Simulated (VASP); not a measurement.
# Se (R-3) in VASP: further runs, part 2 of 2

VASP 6.6.1. Earlier steps stand in the parts before.

## 5. Single point, PBE (zz strain of -2 %)

INCAR

```
PREC = Accurate
ENCUT = 520
EDIFF = 1E-6
ISMEAR = -1
SIGMA = 0.01
LREAL = F
LASPH = T
NELM = 100
ALGO = Normal
ISIF = 2
LWAVE = F
LCHARG = F
GGA = PE
NBANDS = 27
```

KPOINTS

```
regular mesh
0
Gamma
  6 6 6
```

POSCAR

```
Se
1.0
    5.6809998619      3.2799267995      1.4468034000
   -5.6809998619      3.2799267995      1.4468034000
    0.0000000000     -6.5598535991      1.4468034000
Se
6
Direct
    0.2806600000      0.1625100000      0.9181800000
    0.9181800000      0.2806600000      0.1625100000
    0.1625100000      0.9181800000      0.2806600000
    0.7193400000      0.8374900000      0.0818200000
    0.0818200000      0.7193400000      0.8374900000
    0.8374900000      0.0818200000      0.7193400000
```

Potentials or basis: VASP PAW PBE potentials, release 64 (Se).

Launch:

```bash
$ cat potpaw_PBE.64/Se/POTCAR > POTCAR
$ mpirun -np 1 vasp_std > vasp.out
```

OUTCAR:

```text
PREC = Accurate
   ENCUT = 520
   EDIFF = 1E-6
   ISMEAR = -1
   LREAL = F
   LASPH = T
   NELM = 100
   ISIF = 2
   GGA = PE

 ion  position               nearest neighbor table
   1  0.281  0.163  0.918-   5 2.35   6 2.35
   2  0.918  0.281  0.163-   4 2.35   6 2.35
   3  0.163  0.918  0.281-   4 2.35   5 2.35
   4  0.719  0.837  0.082-   2 2.35   3 2.35
   5  0.082  0.719  0.837-   1 2.35   3 2.35
   6  0.837  0.082  0.719-   1 2.35   2 2.35
[... 926 lines left out ...]
  --------------------------------------------------------------------------------------
  -------------------------------------------------------------------------------------
  Total        3.8258604      3.8258604      3.3257575      0.0000005     -0.0000000      0.0000000
  in kB       37.8957058     37.8957058     32.9421131      0.0000046     -0.0000000      0.0000000
  external PRESSURE =      36.2445082 kB  Pullay stress =       0.0000000 kB

 VOLUME and BASIS-vectors are now :
 -----------------------------------------------------------------------------
  energy-cutoff  :      520.00
  volume of cell :      161.75
      direct lattice vectors                 reciprocal lattice vectors
     5.680999862  3.279926800  1.446803400     0.088012676  0.050814142  0.230392971
    -5.680999862  3.279926800  1.446803400    -0.088012676  0.050814142  0.230392971
     0.000000000 -6.559853599  1.446803400     0.000000000 -0.101628284  0.230392971

 POSITION                                       TOTAL-FORCE (eV/Angst)
 -----------------------------------------------------------------------------------
      0.67121     -4.56956      1.96961         0.200016      0.430552      0.444043
      3.62175      2.86607      1.96961        -0.472877     -0.042057      0.444043
     -4.29296      1.70350      1.96961         0.272861     -0.388495      0.444043
     -0.67121      4.56956      2.37080        -0.200016     -0.430552     -0.444043
     -3.62175     -2.86607      2.37080         0.472877      0.042057     -0.444043
      4.29296     -1.70350      2.37080        -0.272861      0.388495     -0.444043
 -----------------------------------------------------------------------------------
    total drift:                                0.000000     -0.000000     -0.000000

  FREE ENERGIE OF THE ION-ELECTRON SYSTEM (eV)
  ---------------------------------------------------
  free  energy   TOTEN  =       -20.6371470116 eV

  energy  without entropy=      -20.6371470116  energy(sigma->0) =      -20.63714701
```

stdout:

```text
POSCAR found type information on POSCAR Se
 POSCAR found :  1 types and       6 ions
 scaLAPACK will be used
 LDA part: xc-table for (Slater+PW92), standard interpolation
 POSCAR, INCAR and KPOINTS ok, starting setup
 FFT: planning ... GRIDC
 FFT: planning ... GRID_SOFT
 FFT: planning ... GRID
 WAVECAR not read
 entering main loop
```

Run time: 2.2 min. Hardware: 1 thread of AMD EPYC 9R45 (Zen 5), shared host; peak memory 0.36 GiB.

Results:

- Free energy: -20.6371 eV
- Pressure: 3.6 GPa
- Largest force: 0.650 eV/Å
- Band gap on the k mesh: 1.10 eV (least direct gap 1.34 eV)

Forces on the atoms (eV/Å):
```
Se   0.200  0.431  0.444
Se  -0.473 -0.042  0.444
Se   0.273 -0.388  0.444
Se  -0.200 -0.431 -0.444
Se   0.473  0.042 -0.444
Se  -0.273  0.388 -0.444
```

Stress tensor (GPa, compression positive):
```
3.79 0.00 0.00
0.00 3.79 0.00
0.00 0.00 3.29
```

Caveat: the cell differs from its parent crystal (zz strain of -2 %); the cell stands under pressure; this functional lacks dispersion, which holds the molecules together, so the pressure and a relaxed volume are unreliable. A k mesh can miss the band edges.

## 6. Single point, PBE (zz strain of +1 %)

INCAR

```
SYSTEM = Se
PREC = Accurate
ENCUT = 520
EDIFF = 1E-6
ISMEAR = -1
SIGMA = 0.01
LREAL = .FALSE.
LASPH = .TRUE.
NELM = 100
ALGO = Normal
ISIF = 2
LWAVE = .FALSE.
LCHARG = .TRUE.
GGA = PE
LELF = .TRUE.
LVHAR = .TRUE.
NBANDS = 27
```

KPOINTS

```
Automatic mesh
0
G
  6 6 6
  0 0 0
```

Changes to POSCAR since step 5:

```diff
@@ -2,5 +2,5 @@
 1.0
-    5.6809998619      3.2799267995      1.4468034000
-   -5.6809998619      3.2799267995      1.4468034000
-    0.0000000000     -6.5598535991      1.4468034000
+    5.6809998619      3.2799267995      1.4910933000
+   -5.6809998619      3.2799267995      1.4910933000
+    0.0000000000     -6.5598535991      1.4910933000
 Se
```

Potentials or basis: VASP PAW PBE potentials, release 64 (Se).

Launch:

```bash
$ cat potpaw_PBE.64/Se/POTCAR > POTCAR
$ mpirun -np 1 vasp_std > vasp.out
```

OUTCAR:

```text
SYSTEM = Se
   PREC = Accurate
   ENCUT = 520
   EDIFF = 1E-6
   ISMEAR = -1
   LREAL = .FALSE.
   LASPH = .TRUE.
   NELM = 100
   ISIF = 2
   GGA = PE

 ion  position               nearest neighbor table
   1  0.281  0.163  0.918-   5 2.36   6 2.36
   2  0.918  0.281  0.163-   4 2.36   6 2.36
   3  0.163  0.918  0.281-   4 2.36   5 2.36
   4  0.719  0.837  0.082-   2 2.36   3 2.36
   5  0.082  0.719  0.837-   1 2.36   3 2.36
   6  0.837  0.082  0.719-   1 2.36   2 2.36

[... 925 lines left out ...]
  -------------------------------------------------------------------------------------
  Total        2.6988178      2.6988178      2.2489260      0.0000004     -0.0000000     -0.0000000
  in kB       25.9381590     25.9381590     21.6142787      0.0000042     -0.0000000     -0.0000000
  external PRESSURE =      24.4968656 kB  Pullay stress =       0.0000000 kB

 VOLUME and BASIS-vectors are now :
 -----------------------------------------------------------------------------
  energy-cutoff  :      520.00
  volume of cell :      166.70
      direct lattice vectors                 reciprocal lattice vectors
     5.680999862  3.279926800  1.491093300     0.088012676  0.050814142  0.223549615
    -5.680999862  3.279926800  1.491093300    -0.088012676  0.050814142  0.223549615
     0.000000000 -6.559853599  1.491093300     0.000000000 -0.101628284  0.223549615

 POSITION                                       TOTAL-FORCE (eV/Angst)
 -----------------------------------------------------------------------------------
      0.67121     -4.56956      2.02990         0.160692      0.324964      0.243321
      3.62175      2.86607      2.02990        -0.361773     -0.023318      0.243321
     -4.29296      1.70350      2.02990         0.201081     -0.301645      0.243321
     -0.67121      4.56956      2.44338        -0.160692     -0.324964     -0.243321
     -3.62175     -2.86607      2.44338         0.361773      0.023318     -0.243321
      4.29296     -1.70350      2.44338        -0.201081      0.301645     -0.243321
 -----------------------------------------------------------------------------------
    total drift:                                0.000000     -0.000000     -0.000000

  FREE ENERGIE OF THE ION-ELECTRON SYSTEM (eV)
  ---------------------------------------------------
  free  energy   TOTEN  =       -20.7212933186 eV

  energy  without entropy=      -20.7212933186  energy(sigma->0) =      -20.72129332
```

stdout:

```text
POSCAR found type information on POSCAR Se
 POSCAR found :  1 types and       6 ions
 scaLAPACK will be used
 LDA part: xc-table for (Slater+PW92), standard interpolation
 POSCAR, INCAR and KPOINTS ok, starting setup
 FFT: planning ... GRIDC
 FFT: planning ... GRID_SOFT
 FFT: planning ... GRID
 WAVECAR not read
 entering main loop
```

Wall time 2 min (1 thread of AMD EPYC 9R45 (Zen 5), shared host); peak memory 0.36 GiB.

Results:

| Property | Result |
| --- | --- |
| Free energy | -20.7213 eV |
| Pressure | 2.4 GPa |
| Largest force | 0.437 eV/Å |
| Band gap on the k mesh | 1.24 eV (least direct gap 1.48 eV) |

Forces on the atoms (eV/Å):
```
Se   0.161  0.325  0.243
Se  -0.362 -0.023  0.243
Se   0.201 -0.302  0.243
Se  -0.161 -0.325 -0.243
Se   0.362  0.023 -0.243
Se  -0.201  0.302 -0.243
```

Stress tensor (GPa, compression positive):
```
2.59 0.00 0.00
0.00 2.59 0.00
0.00 0.00 2.16
```

Levels at points of the mesh, in eV from the valence-band top:
```csv
k point,band 15,band 16,band 17,band 18,band 19,band 20,band 21,band 22
"(0.00, 0.00, 0.00)",-0.74,-0.74,-0.66,-0.66,1.79,1.79,2.61,2.81
"(0.50, 0.00, 0.00)",-1.24,-0.86,-0.33,-0.32,1.74,1.90,2.64,3.04
"(0.50, 0.50, 0.00)",-1.39,-1.13,-0.88,-0.33,1.50,1.76,2.30,3.00
"(0.50, 0.50, 0.50)",-1.49,-1.23,-1.23,0.00,1.48,1.48,1.91,3.57
```

Caveat: the cell differs from its parent crystal (zz strain of +1 %); this functional lacks dispersion, which holds the molecules together, so the pressure and a relaxed volume are unreliable.

## 7. The runs side by side

| cell | gap on the mesh (eV) | pressure (GPa) | largest force (eV/Å) |
| --- | --- | --- | --- |
| a = 6.532 Å, angles 115.0°, 6 atoms | 1.52 | 7.8 | 1.45 |
| a = 6.660 Å, angles 115.2°, 6 atoms | 1.30 | 4.3 | 0.80 |
| a = 6.852 Å, angles 115.5°, 6 atoms | 1.01 | 0.3 | 0.07 |
| a = 6.718 Å, angles 115.5°, 6 atoms | 1.10 | 3.6 | 0.65 |
| a = 6.727 Å, angles 115.2°, 6 atoms | 1.24 | 2.4 | 0.44 |

Alike in all rows: task single point; level PBE; potentials or basis VASP PAW PBE potentials, release 64 (Se); no spin polarisation; k mesh 6 × 6 × 6; cutoff (eV) 520; smearing fermi-dirac 0.01 eV.

Caveats: this functional lacks dispersion, which holds the molecules together, so the pressure and a relaxed volume are unreliable; the cell stands under pressure (at least some runs); forces of over 1 eV/Å act on the atoms, so gaps and moduli don't describe the material at rest (at least some runs).

Absolute energies hang on the potentials; compare differences alone.
